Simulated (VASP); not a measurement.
Input of a VASP 6.6.1 run:

INCAR

```
SYSTEM = HfO2
PREC = Accurate ; ENCUT = 520
EDIFF = 1E-6 ; ISMEAR = -1
SIGMA = 0.05 ; LREAL = .FALSE.
LASPH = .TRUE. ; NELM = 100
ALGO = Normal ; ISIF = 2
LWAVE = .FALSE. ; LCHARG = .TRUE.
GGA = PE ; LVHAR = .TRUE.
NBANDS = 56 ; KPAR = 4
```

The input KPOINTS:

```
Automatic mesh
0
G
  9 9 10
  0 0 0
```

The input POSCAR:

```
HfO2
1.0
    5.0803194000      0.0000000000      0.0000000000
    0.0000000000      5.1648674500      0.0000000000
    0.0000000000      0.0000000000      4.8908836500
Hf O
4 8
Direct
    0.2225908200      0.7817995800      0.2720679400
    0.7225908200      0.7182004200      0.7279320600
    0.7774091800      0.2182004200      0.2720679400
    0.2774091800      0.2817995800      0.7279320600
    0.1868153200      0.1636487800      0.1045346200
    0.6868153200      0.3363512200      0.8954653800
    0.8131846800      0.8363512200      0.1045346200
    0.3131846800      0.6636487800      0.8954653800
    0.0000000000      0.5000000000      0.4890544500
    0.5000000000      0.0000000000      0.5109455500
    0.0000000000      0.0000000000      0.5756249900
    0.5000000000      0.5000000000      0.4243750100
```

Potentials or basis: VASP PAW PBE potentials, release 64 (Hf_pv, O).

Command:

```bash
$ cat potpaw_PBE.64/Hf_pv/POTCAR potpaw_PBE.64/O/POTCAR > POTCAR
$ mpirun -np 4 vasp_std > vasp.out
```

(1) What does it give for the largest force?

(2) Estimate the pressure.

(3) What does it give for the band gap on the k mesh?

Results:

(1) 0.106 eV/Å.

(2) 6.5 GPa.

(3) 3.83 eV.

Caveat: the cell stands under pressure; spin-orbit coupling is left out, which moves the levels of the heavy elements; an odd mesh through Γ misses points on the zone boundary, where band edges can lie.
